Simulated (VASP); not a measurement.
Set up this calculation in VASP 6.6.1, as the native input.

```yaml
Task: single point
Functional: PBEsol
Potentials_or_basis: VASP PAW PBE potentials, release 64 (Mg, O)
Cutoff: 520 eV
k_mesh: 9 × 9 × 6
Occupations: gaussian, width 0.05 eV
Spin: no spin polarisation
Dipole_correction: no
Further_INCAR_settings: ALGO = Normal; EDIFF = 1e-06; NBANDS = 16
```

The structure of MgO lies in POSCAR:

```
MgO
1.0
    3.2817469438      0.0000000000      0.0000000000
   -1.6408734719      2.8420762221      0.0000000000
    0.0000000000      0.0000000000      5.0860514134
Mg O
2 2
Direct
    0.3333333333      0.6666666667      0.0390610606
    0.6666666667      0.3333333333      0.5390610606
    0.3333333333      0.6666666667      0.4009416620
    0.6666666667      0.3333333333      0.9009416620
```

This cell differs from its parent crystal: c/a of the conventional cell at fixed volume 1.5498.

These files were run (other wordings do the same):

INCAR

```
ALGO = Normal
EDIFF = 1E-6
ENCUT = 520
GGA = PS
ISIF = 2
ISMEAR = 0
LASPH = True
LCHARG = True
LELF = True
LREAL = False
LVHAR = True
LWAVE = False
NBANDS = 16
NELM = 60
PREC = Accurate
SIGMA = 0.05
```

KPOINTS

```
k-points
0
Gamma
  9 9 6
```

Potentials or basis: VASP PAW PBE potentials, release 64 (Mg, O).

Command:

```sh
$ cat potpaw_PBE.64/Mg/POTCAR potpaw_PBE.64/O/POTCAR > POTCAR
$ mpirun -np 1 vasp_std > vasp.out
```

Results of the run:

- Pressure: 2.7 GPa
- Largest force: 1.716 eV/Å
- Band gap on the k mesh: 3.62 eV, direct

Caveat: the PAW data sets were made with another functional, which shifts forces and pressure a little.

Run time: 22 s on 1 thread of Intel(R) Xeon(R) Platinum 8488C (Sapphire Rapids), with other jobs on the host, peak memory 0.17 GiB.
